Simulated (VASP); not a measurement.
Input of a VASP 6.6.1 run:

INCAR

```
ALGO = Normal
EDIFF = 1E-7
ENCUT = 520
GGA = PE
ISIF = 2
ISMEAR = -1
LASPH = T
LCHARG = T
LELF = T
LREAL = F
LVHAR = T
LWAVE = F
NBANDS = 18
NELM = 60
PREC = Accurate
SIGMA = 0.05
```

KPOINTS

```
k-points
0
Gamma
  15 15 15
```

POSCAR

```
Lu
1.0
    0.0000000000      2.4373278929      2.4373278929
    2.4373278929      0.0000000000      2.4373278929
    2.4373278929      2.4373278929      0.0000000000
Lu
1
Direct
    0.0000000000      0.0000000000      0.0000000000
```

Potentials or basis: VASP PAW PBE potentials, release 64 (Lu).

Run with:

```console
$ cat potpaw_PBE.64/Lu/POTCAR > POTCAR
$ mpirun -np 1 vasp_std > vasp.out
```

Task: Predict the band gap on the k mesh.

Result: Zero (an odd number of electrons rules out a gap without spin polarisation).

Task: What does it give for the pressure?

Result: 0.1 GPa.

Caveat: spin-orbit coupling is left out, which moves the levels of the heavy elements.
